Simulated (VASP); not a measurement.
# Ta (Im-3m) in VASP: further runs, part 2 of 2

VASP 6.6.1. The steps go on from the part before.

## 5. Single point, PBEsol (volume scaled by 0.92)

Input file INCAR:

```
SYSTEM = Ta
PREC = Accurate
ENCUT = 520
EDIFF = 1E-7
ISMEAR = -1
SIGMA = 0.1
LREAL = .False.
LASPH = .True.
NELM = 80
ALGO = Normal
ISIF = 2
LWAVE = .False.
LCHARG = .True.
GGA = PS
LELF = .True.
LVHAR = .True.
NBANDS = 12
```

Input file KPOINTS:

```
regular mesh
0
Gamma
  22 22 22
  0 0 0
```

Input file POSCAR:

```
Ta
1.0
   -1.5969011310      1.5969011310      1.5969011310
    1.5969011310     -1.5969011310      1.5969011310
    1.5969011310      1.5969011310     -1.5969011310
Ta
1
Direct
    0.0000000000      0.0000000000      0.0000000000
```

Potentials or basis: VASP PAW PBE potentials, release 64 (Ta_pv).

On the command line:

```
> cat potpaw_PBE.64/Ta_pv/POTCAR > POTCAR
> mpirun -np 1 vasp_std > vasp.out
```

OUTCAR:

```text
SYSTEM = Ta
   PREC = Accurate
   ENCUT = 520
   EDIFF = 1E-7
   ISMEAR = -1
   LREAL = .False.
   LASPH = .True.
   NELM = 80
   ISIF = 2
   GGA = PS

 ion  position               nearest neighbor table
   1  0.000  0.000  0.000-

  LATTYP: Found a body centered cubic cell.
 ALAT       =     3.1938022620

  Lattice vectors:

 A1 = (  -1.5969011310,   1.5969011310,   1.5969011310)
 A2 = (   1.5969011310,  -1.5969011310,   1.5969011310)
 A3 = (   1.5969011310,   1.5969011310,  -1.5969011310)

Analysis of symmetry for initial positions (statically):
[... 529 lines left out ...]
      5       5.9249      1.83809
      6       6.0795      1.41519
      7       8.8832      0.00000
      8       9.4304      0.00000
      9      10.8233      0.00000
     10      21.1704      0.00000
     11      23.0284      0.00000
     12      24.1641      0.00000

 [... further k-points ...]
[... 5 lines left out ...]
  --------------------------------------------------------------------------------------
  -------------------------------------------------------------------------------------
  Total        2.0406395      2.0406395      2.0406395      0.0000000      0.0000000      0.0000000
  in kB      200.7163748    200.7163748    200.7163748      0.0000000      0.0000000      0.0000000
  external PRESSURE =     200.7163748 kB  Pullay stress =       0.0000000 kB

 VOLUME and BASIS-vectors are now :
 -----------------------------------------------------------------------------
  energy-cutoff  :      520.00
  volume of cell :       16.29
      direct lattice vectors                 reciprocal lattice vectors
    -1.596901131  1.596901131  1.596901131     0.000000000  0.313106422  0.313106422
     1.596901131 -1.596901131  1.596901131     0.313106422  0.000000000  0.313106422
     1.596901131  1.596901131 -1.596901131     0.313106422  0.313106422  0.000000000

 POSITION                                       TOTAL-FORCE (eV/Angst)
 -----------------------------------------------------------------------------------
      0.00000      0.00000      0.00000        -0.000000      0.000000     -0.000000
 -----------------------------------------------------------------------------------
    total drift:                                0.000000      0.000000     -0.000000

  FREE ENERGIE OF THE ION-ELECTRON SYSTEM (eV)
  ---------------------------------------------------
  free  energy   TOTEN  =       -12.4891073930 eV

  energy  without entropy=      -12.4501887169  energy(sigma->0) =      -12.46964805
```

OSZICAR:

```text
N       E                     dE             d eps       ncg     rms          rms(c)
DAV:   1     0.604930990879E+02    0.60493E+02   -0.61282E+03  7912   0.894E+02
DAV:   2    -0.119319572683E+02   -0.72425E+02   -0.70560E+02  8808   0.248E+02
DAV:   3    -0.129236296085E+02   -0.99167E+00   -0.98151E+00  9332   0.271E+01
DAV:   4    -0.129258398092E+02   -0.22102E-02   -0.22100E-02  8660   0.141E+00
DAV:   5    -0.129258454246E+02   -0.56154E-05   -0.56149E-05  9224   0.691E-02    0.165E+01
DAV:   6    -0.125987021442E+02    0.32714E+00   -0.24509E-01  9216   0.528E+00    0.835E+00
DAV:   7    -0.124908528865E+02    0.10785E+00   -0.22554E-01  9108   0.478E+00    0.405E-01
DAV:   8    -0.124891438698E+02    0.17090E-02   -0.48090E-03  8260   0.718E-01    0.110E-01
DAV:   9    -0.124891098751E+02    0.33995E-04   -0.94585E-05  9116   0.109E-01    0.241E-02
DAV:  10    -0.124891076437E+02    0.22314E-05   -0.27794E-06  8580   0.186E-02    0.413E-03
DAV:  11    -0.124891074199E+02    0.22382E-06   -0.62828E-08  5792   0.276E-03    0.440E-04
DAV:  12    -0.124891073930E+02    0.26852E-07   -0.46869E-09  4280   0.789E-04
   1 F= -.12489107E+02 E0= -.12469648E+02  d E =-.389187E-01
```

stdout:

```text
POSCAR found type information on POSCAR Ta
 POSCAR found :  1 types and       1 ions
 scaLAPACK will be used
 -----------------------------------------------------------------------------
|                                                                             |
|                                                                             |
|     You enforced a specific xc type in the INCAR file but a different       |
|     I HOPE YOU KNOW WHAT YOU ARE DOING!                                     |
|                                                                             |
 -----------------------------------------------------------------------------

 LDA part: xc-table for (Slater+PW92), standard interpolation
 POSCAR, INCAR and KPOINTS ok, starting setup
 FFT: planning ... GRIDC
 FFT: planning ... GRID_SOFT
 FFT: planning ... GRID
 WAVECAR not read
 entering main loop
```

Run time: 19 s. Hardware: 1 thread of Intel Xeon 6975P-C (Granite Rapids), shared host; peak memory 0.19 GiB.

Results:

* Free energy: -12.4891 eV
* Pressure: 20.1 GPa

Caveat: the PAW data sets were made with another functional, which shifts forces and pressure a little; spin-orbit coupling is left out, which moves the levels of the heavy elements.

## 6. Summary

| task | cell | k mesh | cutoff (eV) | gap on the mesh (eV) | pressure (GPa) |
| --- | --- | --- | --- | --- | --- |
| single point | a = 2.844 Å, angles 109.5°, 1 atom | 13 × 13 × 13 | 520 | none | 0.2 |
| relaxation of cell and atoms | relaxed from a = 2.863 Å, angles 109.5°, 1 atom | 13 × 13 × 13 | 600 | none | -0.1 |
| single point | a = 2.725 Å, angles 109.5°, 1 atom | 22 × 22 × 22 | 520 | none | 33.5 |
| single point | a = 2.766 Å, angles 109.5°, 1 atom | 22 × 22 × 22 | 520 | none | 20.1 |

Alike in all rows: level PBEsol; potentials or basis VASP PAW PBE potentials, release 64 (Ta_pv); no spin polarisation; smearing fermi-dirac 0.1 eV.

Caveats: the PAW data sets were made with another functional, which shifts forces and pressure a little; spin-orbit coupling is left out, which moves the levels of the heavy elements.

Total energies depend on the potentials used, so only differences within one code and one set of settings carry meaning.
